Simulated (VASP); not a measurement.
Here is a VASP 6.6.1 calculation.

INCAR

```
SYSTEM = Ge
PREC     = Accurate       ! precision mode
ENCUT    = 520            ! plane-wave cutoff, eV
EDIFF    = 1E-6           ! SCF threshold, eV
ISMEAR   = 0              ! smearing method
SIGMA    = 0.1            ! smearing width, eV
LREAL    = .FALSE.        ! projectors in reciprocal space
LASPH    = .TRUE.         ! aspherical terms in the spheres
NELM     = 60             ! most SCF steps
ALGO     = Normal         ! electronic algorithm
ISIF     = 2              ! what is computed and relaxed
LWAVE    = .FALSE.        ! write WAVECAR
LCHARG   = .FALSE.        ! write CHGCAR
GGA      = PE             ! functional
NBANDS   = 13             ! bands
```

Contents of KPOINTS:

```
regular mesh
0
G
  8 6 6
  0 0 0
```

POSCAR

```
Ge
1.0
    2.6472822448      0.0000000000      0.0000000000
    0.0000000000      2.7489699516      0.0000000000
    0.0000000000      0.0000000000      2.7508077422
Ge
1
Direct
    0.5000000000      0.5000000000      0.5000000000
```

Potentials or basis: VASP PAW PBE potentials, release 64 (Ge_d).

Command:

```sh
$ cat potpaw_PBE.64/Ge_d/POTCAR > POTCAR
$ mpirun -np 1 vasp_std > vasp.out
```

Problem. Estimate the pressure.

Solution. -0.3 GPa.

Problem. Predict the band gap on the k mesh.

Solution. Zero (band 7 reaches 11.93 eV, above the bottom of band 8 at 3.23 eV).

Stress tensor (GPa, compression positive):
```
-0.17  0.00  0.00
 0.00 -0.27  0.00
 0.00  0.00 -0.32
```

Caveat: the k points lie up to 0.38 Å⁻¹ apart.
